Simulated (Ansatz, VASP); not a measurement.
AgCl: VASP beside Ansatz

```xyz
2
Lattice="3.4340 0.0515 0.0515 0.0515 3.4340 0.0515 0.0515 0.0515 3.4340" Properties=species:S:1:pos:R:3 pbc="T T T"
Ag    0.0000    0.0000    0.0000
Cl    1.7685    1.7685    1.7685
```

Change from the starting cell: equal xy, yz and zx shear strains of +3 %, crystal datasets.

Alike in both runs: task electric field gradients; functional PBEsol; k mesh 9 × 9 × 9; occupations fermi-dirac, width 0.01 eV; no spin polarisation.

|  | VASP | Ansatz |
| --- | --- | --- |
| version | VASP 6.6.1 | Ansatz 0.2.0 |
| potentials or method | VASP PAW PBE potentials, release 64 (Ag, Cl), cutoff 520 eV | all-electron PAW with datasets made for the crystal, scalar-relativistic |

VASP gave:

| Property | Result |
| --- | --- |
| gap on the k mesh at the Fermi level (eV) | 0.37 |
| pressure (GPa) | -4.6 |
| traceless stress, the component that is largest in VASP (GPa) | 0.45 |
| size of Vzz on the site where it differs most (V/Å²) | 11.8 |

Question: Estimate Ansatz's values.

Answer: gap on the k mesh at the Fermi level (eV): 0.37; pressure (GPa): -4.5; traceless stress, the component that is largest in VASP (GPa): 0.44; size of Vzz on the site where it differs most (V/Å²): 10.7.

VASP's potentials were made for PBE, not for PBEsol. Ansatz ran all-electron here, and VASP with PAW potentials.
